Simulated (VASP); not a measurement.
**In2BiP: single point with r2SCAN**

The system is In2BiP.

```
P In Bi
1.0
     4.45895    0.00000    0.00000
     0.00000    4.45895    0.00000
     0.00000    0.00000    6.36747
P In Bi
1 2 1
Direct
  0.00000 0.00000 0.00000
  0.00000 0.50000 0.78142
  0.50000 0.00000 0.21858
  0.50000 0.50000 0.50000
```

```yaml
Program: VASP 6.6.1
Task: single point
Functional: r2SCAN
Potentials_or_basis: VASP PAW PBE potentials, release 64 (P, In_d, Bi_d)
Cutoff: 520 eV
k_mesh: 6 × 6 × 4
Occupations: fermi-dirac, width 0.02 eV
Spin: no spin polarisation
Dipole_correction: no
Further_INCAR_settings: ALGO = Normal; EDIFF = 1e-07; NBANDS = 31
```

```yaml
Pressure: -0.1 GPa
Band_gap_on_the_k_mesh: zero (filled and empty bands touch)
```

Forces in eV/Å, atoms in the order of the input:
```
P    0.000  0.000  0.000
In   0.000  0.000  0.002
In   0.000  0.000 -0.002
Bi   0.000  0.000  0.000
```

Levels at points of the mesh, in eV from the Fermi level:
| k point | band 20 | band 21 | band 22 | band 23 | band 24 | band 25 | band 26 | band 27 |
| --- | --- | --- | --- | --- | --- | --- | --- | --- |
| (0.00, 0.00, 0.00) | -2.78 | -0.81 | -0.37 | 0.00 | 0.00 | 1.45 | 1.52 | 3.49 |
| (0.50, 0.00, 0.00) | -3.08 | -2.91 | -2.10 | -0.46 | 1.56 | 2.73 | 3.98 | 4.30 |
| (0.50, 0.50, 0.00) | -2.86 | -2.52 | -2.52 | -2.18 | 0.72 | 1.66 | 1.66 | 1.97 |
| (0.00, 0.00, 0.50) | -2.43 | -2.43 | -0.86 | -0.86 | 1.28 | 1.79 | 2.84 | 2.84 |
| (0.50, 0.00, 0.50) | -2.08 | -1.34 | -1.26 | -0.36 | 0.32 | 0.68 | 3.86 | 4.01 |
| (0.50, 0.50, 0.50) | -3.11 | -3.10 | -3.10 | -2.96 | 3.58 | 3.58 | 3.99 | 4.15 |

Wall time 3.7 min on 1 thread of Intel(R) Xeon(R) 6975P-C (Granite Rapids) (shared host), peak memory 0.32 GiB.

Caveat: the PAW data sets were made with another functional, which shifts forces and pressure a little; spin-orbit coupling is left out, which moves the levels of the heavy elements.
